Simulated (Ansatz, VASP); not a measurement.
## Bi: VASP beside Ansatz

```
Bi
1.0
     3.28099    0.00000    0.00000
     0.00000    3.26404    0.00000
    -0.08151    0.00000    6.52869
Bi
2
Direct
  0.54425 0.00000 0.74958
  0.45575 0.00000 0.25042
```

Change from the starting cell: volume scaled by 1.04.

Alike in both runs: task single point; functional PBE; k mesh 8 × 8 × 4; occupations fermi-dirac, width 0.05 eV; no spin polarisation.

|  | VASP | Ansatz |
| --- | --- | --- |
| version | VASP 6.6.1 | Ansatz 0.2.0 |
| potentials or method | VASP PAW PBE potentials, release 64 (Bi_d), cutoff 520 eV | all-electron LAPW, scalar-relativistic |

Ansatz gave:

| Property | Result |
| --- | --- |
| gap on the k mesh at the Fermi level (eV) | none |
| pressure (GPa) | 0.1 |
| traceless stress, the component that is largest in VASP (GPa) | 0.53 |
| rms of the force components (eV/Å) | 0.009 |

Question: Which values does VASP return?

Answer: gap on the k mesh at the Fermi level (eV): none; pressure (GPa): 0.1; traceless stress, the component that is largest in VASP (GPa): 0.52; rms of the force components (eV/Å): 0.009.

Atom by atom the forces differ by 0.000 eV/Å (rms over components). A gap of «none» marks a metal or a gap that the smearing closes. Ansatz ran all-electron here, and VASP with PAW potentials.

Spin-orbit coupling is off throughout.
